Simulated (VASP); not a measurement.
# SnSbS2 (P-4m2) in VASP: further runs, part 2 of 2

VASP 6.6.1. The steps go on from the part before.

## Step 3: Single point, PBE

This run uses another cell than the first one, of 24.81 Å³/atom.

Input file INCAR:

```
  ALGO = Normal
  EDIFF = 1E-7
  ENCUT = 520
  GGA = PE
  ISIF = 2
  ISMEAR = 0
  LASPH = True
  LCHARG = False
  LREAL = False
  LWAVE = False
  NBANDS = 24
  NELM = 80
  PREC = Accurate
  SIGMA = 0.1
```

Input file KPOINTS:

```
k-points
0
Gamma
  4 4 6
```

Input file POSCAR:

```
SnSbS2
1.0
    5.2848417749      0.0000000000      0.0000000000
    0.0000000000      5.2848417749      0.0000000000
    0.0000000000      0.0000000000      3.5537007705
Sn Sb S
1 1 2
Direct
    0.5000000000      0.5000000000      0.5000000000
    0.0000000000      0.0000000000      0.0000000000
    0.0000000000      0.5000000000      0.1247895971
    0.5000000000      0.0000000000      0.8752104029
```

Potentials or basis: VASP PAW PBE potentials, release 64 (Sn_d, Sb, S).

On the command line:

```sh
cat potpaw_PBE.64/Sn_d/POTCAR potpaw_PBE.64/Sb/POTCAR potpaw_PBE.64/S/POTCAR > POTCAR
mpirun -np 1 vasp_std > vasp.out
```

Run time: 28 s. Hardware: 1 thread of AMD EPYC 9R45 (Zen 5), shared host; peak memory 0.2 GiB.

The run converged. Its results:

```yaml
Free_energy: -16.5669 eV
Pressure: -0.3 GPa
Largest_force: 0.008 eV/Å
Band_gap_on_the_k_mesh: zero (an odd number of electrons rules out a gap without spin polarisation)
```

Forces in eV/Å, atoms in the order of the input:
```
Sn   0.000  0.000  0.000
Sb   0.000  0.000  0.000
S    0.000  0.000 -0.008
S    0.000  0.000  0.008
```

Stress tensor (GPa, compression positive):
```
-0.21  0.00  0.00
 0.00 -0.21  0.00
 0.00  0.00 -0.40
```

Levels at points of the mesh, in eV from the Fermi level:
```
           k point  band 11  band 12  band 13  band 14  band 15  band 16  band 17  band 18  band 19  band 20
(0.00, 0.00, 0.00)    -6.08    -3.37    -3.37    -1.57    -1.11     2.57     3.68     4.19     4.19     4.26
(0.50, 0.00, 0.00)    -4.33    -2.07    -1.65    -1.33    -0.71     1.05     1.44     2.62     3.70     4.03
(0.50, 0.50, 0.00)    -2.06    -1.41    -1.41    -0.33    -0.16    -0.11    -0.11     1.37     1.37     2.36
(0.00, 0.00, 0.50)    -5.12    -3.25    -3.19    -2.85    -2.85    -0.99    -0.27     1.08     1.08     4.00
(0.50, 0.00, 0.50)    -4.74    -3.66    -3.07    -2.68    -2.28    -0.14     0.59     0.92     2.36     2.62
(0.50, 0.50, 0.50)    -4.43    -4.43    -4.11    -1.05    -0.85     0.41     1.19     1.19     2.21     3.63
```

Caveat: spin-orbit coupling is left out, which moves the levels of the heavy elements.

## Step 4: Relaxation of cell and atoms, PBE

Input file INCAR:

```
PREC = Accurate
ENCUT = 600
EDIFF = 1E-7
ISMEAR = 0
SIGMA = 0.1
LREAL = False
LASPH = True
NELM = 80
ALGO = Normal
ISIF = 3
LWAVE = False
LCHARG = False
GGA = PE
IBRION = 2
NSW = 90
EDIFFG = -0.04
```

Input file KPOINTS:

```
regular mesh
0
Gamma
  4 4 6
```

Input file POSCAR:

```
SnSbS2
1.0
    5.2114242744      0.0000000000      0.0000000000
    0.0000000000      5.2114242744      0.0000000000
    0.0000000000      0.0000000000      3.7362417123
Sn Sb S
1 1 2
Direct
    0.5000000000      0.5000000000      0.5000000000
    0.0000000000      0.0000000000      0.0000000000
    0.0000000000      0.5000000000      0.2392756691
    0.5000000000      0.0000000000      0.7607243309
```

On the command line:

```sh
cat potpaw_PBE.64/Sn_d/POTCAR potpaw_PBE.64/Sb/POTCAR potpaw_PBE.64/S/POTCAR > POTCAR
mpirun -np 1 vasp_std > vasp.out
```

Run time: 10 min. Hardware: 1 thread of AMD EPYC 9R45 (Zen 5), shared host; peak memory 0.23 GiB.

The run converged. Its results:

```yaml
Free_energy: -16.5684 eV
Relaxed_volume: 24.64 Å³/atom
Relaxed_cell: a = 5.285 Å, b = 5.285 Å, c = 3.529 Å, α = 90.00°, β = 90.00°, γ = 90.00°
Space_group_after_relaxing_to_0.1_Å: P-4m2 (No. 115)
Energy_gained_by_relaxing: 20.5 meV/atom
Ionic_steps: 30
Pressure_after_relaxing: -0.1 GPa
Band_gap_on_the_k_mesh: zero (an odd number of electrons rules out a gap without spin polarisation)
```

Step by step:
```
step  energy change (eV)  largest force (eV/Å)  pressure (GPa)  volume (Å³)
   1              0.0000                0.0921            0.02       101.47
   2             -0.0066                0.0948           -0.29       101.51
   3             -0.0173                0.1173           -1.17       101.56
   4             -0.0205                0.1150           -1.07       101.19
   5             -0.0276                0.1033           -0.81       100.05
   6             -0.0256                0.0756           -0.17        97.76
   7             -0.0297                0.0913           -0.57        99.13
   8             -0.0316                0.0875           -0.33        98.84
   9             -0.0327                0.0818            0.01        98.44
  10             -0.0327                0.0811            0.06        98.39
  11             -0.0330                0.0814            0.06        98.42
  12             -0.0338                0.0829            0.04        98.51
  13             -0.0355                0.0867            0.01        98.70
  14             -0.0388                0.0929           -0.04        99.08
  15             -0.0451                0.0910           -0.21        99.83
  16             -0.0513                0.0619           -0.68       101.34
  17             -0.0518                0.0617           -0.65       101.30
  18             -0.0531                0.0617           -0.56       101.18
  19             -0.0556                0.0610           -0.39       100.93
  20             -0.0591                0.0573           -0.05       100.43
  21             -0.0592                0.0299            0.66        99.44
  22             -0.0605                0.0480            0.27        99.96
  23             -0.0625                0.0440            0.28        99.89
  24             -0.0676                0.0296            0.30        99.65
  25             -0.0736                0.0088            0.30        99.18
  26             -0.0745                0.0210            0.29        98.95
  27             -0.0789                0.0145           -0.15        99.32
  28             -0.0798                0.0102           -0.45        99.57
  29             -0.0813                0.0044           -0.24        99.02
  30             -0.0818                0.0005           -0.06        98.55
```

Final structure:
```yaml
crystal:
  lattice:
    - [5.28495, 0.00000, 0.00000]
    - [0.00000, 5.28495, 0.00000]
    - [0.00000, 0.00000, 3.52854]
  atoms:
    - { symbol: Sn, position: [0.50000, 0.50000, 0.50000] }
    - { symbol: Sb, position: [0.00000, 0.00000, 0.00000] }
    - { symbol: S, position: [0.00000, 0.50000, 0.11426] }
    - { symbol: S, position: [0.50000, 0.00000, 0.88574] }
```

Levels at points of the mesh, in eV from the Fermi level:
| k point | band 12 | band 13 | band 14 | band 15 | band 16 | band 17 | band 18 | band 19 |
| --- | --- | --- | --- | --- | --- | --- | --- | --- |
| (0.00, 0.00, 0.00) | -3.36 | -3.36 | -1.56 | -1.01 | 2.82 | 3.66 | 4.24 | 4.44 |
| (0.50, 0.00, 0.00) | -2.00 | -1.61 | -1.27 | -0.71 | 1.06 | 1.43 | 2.74 | 3.84 |
| (0.50, 0.50, 0.00) | -1.30 | -1.30 | -0.34 | -0.14 | -0.10 | -0.10 | 1.32 | 1.32 |
| (0.00, 0.00, 0.50) | -3.26 | -3.18 | -2.75 | -2.75 | -1.06 | -0.24 | 0.97 | 0.97 |
| (0.50, 0.00, 0.50) | -3.72 | -3.01 | -2.63 | -2.21 | -0.18 | 0.56 | 0.88 | 2.39 |
| (0.50, 0.50, 0.50) | -4.42 | -4.03 | -1.17 | -0.91 | 0.49 | 1.19 | 1.19 | 2.25 |

Caveat: spin-orbit coupling is left out, which moves the levels of the heavy elements.

## Step 5: Single point, PBE

This run uses another cell than the first one, of 24.65 Å³/atom.

Input file INCAR:

```
ALGO = Normal
EDIFF = 1E-6
ENCUT = 520
GGA = PE
ISIF = 2
ISMEAR = 0
LASPH = T
LCHARG = F
LREAL = F
LWAVE = F
NBANDS = 24
NELM = 60
PREC = Accurate
SIGMA = 0.1
```

Input file KPOINTS:

```
k-points
0
Gamma
  10 10 14
```

Input file POSCAR:

```
SnSbS2
1.0
    5.2658724344      0.0000000000      0.0000000000
    0.0000000000      5.2658724344      0.0000000000
    0.0000000000      0.0000000000      3.5555633545
Sn Sb S
1 1 2
Direct
    0.5000000000      0.5000000000      0.5000000000
    0.0000000000      0.0000000000      0.0000000000
    0.0000000000      0.5000000000      0.1234916504
    0.5000000000      0.0000000000      0.8765083496
```

Potentials or basis: VASP PAW PBE potentials, release 64 (Sn_d, Sb, S).

On the command line:

```sh
cat potpaw_PBE.64/Sn_d/POTCAR potpaw_PBE.64/Sb/POTCAR potpaw_PBE.64/S/POTCAR > POTCAR
mpirun -np 1 vasp_std > vasp.out
```

OUTCAR:

```text
EDIFF = 1E-6
   ENCUT = 520
   GGA = PE
   ISIF = 2
   ISMEAR = 0
   LASPH = T
   LREAL = F
   NELM = 60
   PREC = Accurate

 ion  position               nearest neighbor table
   1  0.500  0.500  0.500-   3 2.95   4 2.95   4 2.95   3 2.95
   2  0.000  0.000  0.000-   3 2.67   4 2.67   3 2.67   4 2.67
   3  0.000  0.500  0.123-   2 2.67   2 2.67   1 2.95   1 2.95
   4  0.500  0.000  0.877-   2 2.67   2 2.67   1 2.95   1 2.95

[... 847 lines left out ...]

  FORCE on cell =-STRESS in cart. coord.  units (eV):
  Direction    XX          YY          ZZ          XY          YZ          ZX
  --------------------------------------------------------------------------------------
  -------------------------------------------------------------------------------------
  Total       -0.0885670     -0.0885670     -0.0579487      0.0000000      0.0000000      0.0000000
  in kB       -1.4392412     -1.4392412     -0.9416840      0.0000000      0.0000000      0.0000000
  external PRESSURE =      -1.2733888 kB  Pullay stress =       0.0000000 kB

 VOLUME and BASIS-vectors are now :
 -----------------------------------------------------------------------------
  energy-cutoff  :      520.00
  volume of cell :       98.59
      direct lattice vectors                 reciprocal lattice vectors
     5.265872434  0.000000000  0.000000000     0.189902056  0.000000000  0.000000000
     0.000000000  5.265872434  0.000000000     0.000000000  0.189902056  0.000000000
     0.000000000  0.000000000  3.555563354     0.000000000  0.000000000  0.281249383

 POSITION                                       TOTAL-FORCE (eV/Angst)
 -----------------------------------------------------------------------------------
      2.63294      2.63294      1.77778         0.000000      0.000000      0.000000
      0.00000      0.00000      0.00000         0.000000     -0.000000      0.000000
      0.00000      2.63294      0.43908         0.000000     -0.000000     -0.008240
      2.63294      0.00000      3.11648        -0.000000     -0.000000      0.008240
 -----------------------------------------------------------------------------------
    total drift:                               -0.000000      0.000000     -0.000000

  FREE ENERGIE OF THE ION-ELECTRON SYSTEM (eV)
  ---------------------------------------------------
  free  energy   TOTEN  =       -16.6687614741 eV

  energy  without entropy=      -16.6618427823  energy(sigma->0) =      -16.66530213
```

Wall time 2.7 min (1 thread of AMD EPYC 9R45 (Zen 5), shared host); peak memory 0.46 GiB.

What came out:

```
Free energy            : -16.6688 eV
Pressure               : -0.1 GPa
Largest force          : 0.008 eV/Å
Band gap on the k mesh : zero (an odd number of electrons rules out a gap without spin polarisation)
```

Forces in eV/Å, atoms in the order of the input:
```
Sn   0.000  0.000  0.000
Sb   0.000  0.000  0.000
S    0.000  0.000 -0.008
S    0.000  0.000  0.008
```

Caveat: spin-orbit coupling is left out, which moves the levels of the heavy elements.

## Step 6: Summary

```tsv
task	cell	k mesh	cutoff (eV)	gap on the mesh (eV)	pressure (GPa)	largest force (eV/Å)
single point	a = 5.211, b = 5.211, c = 3.736 Å, 4 atoms, atomic positions A	4 × 4 × 4	520	none	0.0	0.01
single point	a = 5.285, b = 5.285, c = 3.554 Å, 4 atoms, atomic positions B	4 × 4 × 6	520	none	-0.3	0.01
relaxation of cell and atoms	relaxed from a = 5.211, b = 5.211, c = 3.736 Å, 4 atoms, atomic positions A	4 × 4 × 6	600	none	-0.1	-
single point	a = 5.266, b = 5.266, c = 3.556 Å, 4 atoms, atomic positions B	10 × 10 × 14	520	none	-0.1	0.01
```

Alike in all rows: level PBE; potentials or basis VASP PAW PBE potentials, release 64 (Sn_d, Sb, S); no spin polarisation; smearing gaussian 0.1 eV.

Caveats: some runs use coarse meshes; spin-orbit coupling is left out, which moves the levels of the heavy elements.

Total energies depend on the potentials used, so only differences within one code and one set of settings carry meaning.
